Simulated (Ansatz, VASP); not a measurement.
PbO in VASP and in Ansatz

Contents of POSCAR:

```
PbO
1.0
    3.1793716482     -0.0313168107      0.0000000000
   -0.0313168107      3.1793716482      0.0000000000
    0.0000000000      0.0000000000      3.1793716482
Pb O
1 1
Direct
    0.0000000000      0.0000000000      0.0000000000
    0.5000000000      0.5000000000      0.5000000000
```

File INCAR.step1:

```
PREC     = Accurate       # precision mode
ENCUT    = 520            # plane-wave cutoff, eV
ISMEAR   = -1             # smearing method
SIGMA    = 0.02           # smearing width, eV
LREAL    = False          # projectors in reciprocal space
LASPH    = True           # aspherical terms in the spheres
NELM     = 100            # most SCF steps
NBANDS   = 17             # bands
GGA      = PE             # functional
ALGO     = Normal         # electronic algorithm
EDIFF    = 1E-4           # SCF threshold, eV
LWAVE    = True           # write WAVECAR
LCHARG   = False          # write CHGCAR
```

Contents of INCAR.step2:

```
PREC     = Accurate       # precision mode
ENCUT    = 520            # plane-wave cutoff, eV
EDIFF    = 1E-6           # SCF threshold, eV
ISMEAR   = -1             # smearing method
SIGMA    = 0.02           # smearing width, eV
LREAL    = False          # projectors in reciprocal space
LASPH    = True           # aspherical terms in the spheres
NELM     = 100            # most SCF steps
ALGO     = Normal         # electronic algorithm
ISIF     = 2              # what is computed and relaxed
LWAVE    = False          # write WAVECAR
LCHARG   = False          # write CHGCAR
METAGGA  = R2SCAN         # meta-GGA
LMIXTAU  = True         
NBANDS   = 17             # bands
ISTART   = 1
```

The input KPOINTS:

```
Automatic mesh
0
Gamma
  8 8 8
```

Input for Ansatz:

```yaml
crystal:
  lattice:
    - [3.1793716482, -0.0313168107, 0.0]
    - [-0.0313168107, 3.1793716482, 0.0]
    - [0.0, 0.0, 3.1793716482]
  atoms:
    - { symbol: Pb, position: [0.0, 0.0, 0.0] }
    - { symbol: O, position: [0.5, 0.5, 0.5] }
kpoints:
  mp_grid: { grid: [8, 8, 8] }
  band_path:
    path:
      - [0.0, 0.0, 0.0]
      - [0.0, 0.5, 0.0]
      - [0.5, 0.5, 0.0]
      - [0.5, 0.5, 0.5]
      - [-0.072917, 0.008667, -0.5]
      - [-0.067871, -0.024251, -0.5]
    npoints: 1
hamiltonian:
  xc: r2scan
scf:
  occupations: { method: fermi_dirac, width: 0.02 }
  n_extra_bands: 4
output:
  forces: true
  stress: true
  eigenvalues: true
  write_density: true
  write_potential: true
  elf: true
  volumetric_format: npy
```

Change from the starting cell: shear_xy strain -2.0%.

Alike in both runs: task single point; functional r2SCAN; k mesh 8 × 8 × 8; occupations fermi-dirac, width 0.02 eV; no spin polarisation.

```csv
,VASP,Ansatz
version,VASP 6.6.1,Ansatz 0.2.0
potentials or method,"VASP PAW PBE potentials, release 64 (Pb_d, O)","plane waves, PAW"
plane-wave cutoff (eV),520,500
valence electrons in the cell,20,20
```

VASP gave:

| Quantity | Value |
| --- | --- |
| pressure (GPa) | 0.2 |

Task: Estimate Ansatz's values.

Result: Pressure (GPa): 0.1.

VASP's potentials were made for PBE, not for r2SCAN.

Spin-orbit coupling is off throughout.
